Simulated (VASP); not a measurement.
Input of a VASP 6.6.1 run:

File INCAR:

```
SYSTEM = Cu
  ALGO = Fast
  EDIFF = 1E-6
  ENCUT = 520
  GGA = PE
  ISIF = 2
  ISMEAR = 0
  LASPH = .True.
  LCHARG = .False.
  LREAL = .False.
  LWAVE = .False.
  NBANDS = 18
  NELM = 60
  PREC = Accurate
  SIGMA = 0.1
```

File KPOINTS:

```
k-points
0
Gamma
  18 16 10
  0 0 0
```

Contents of POSCAR:

```
Cu
1.0
    2.3821268925     -0.0761749459      0.0000000000
   -1.2570328845      2.3014580808      0.0000000000
    0.0000000000      0.0000000000      3.8766739274
Cu
2
Direct
    0.3103828110      0.6680583913      0.2500000000
    0.6896171890      0.3319416087      0.7500000000
```

Potentials or basis: VASP PAW PBE potentials, release 64 (Cu).

Launch:

```console
$ cat potpaw_PBE.64/Cu/POTCAR > POTCAR
$ mpirun -np 1 vasp_std > vasp.out
```

Task: Estimate the band gap on the k mesh.

Result: Zero (band 11 reaches 13.19 eV, above the bottom of band 12 at 7.19 eV).

Task: Predict the largest force.

Result: 0.605 eV/Å.

Task: Estimate the pressure.

Result: 32.2 GPa.

Stress tensor (GPa, compression positive):
```
35.52  5.15  0.00
 5.15 18.91  0.00
 0.00  0.00 42.31
```

Caveat: the cell differs from its parent crystal (strained and its atoms moved).
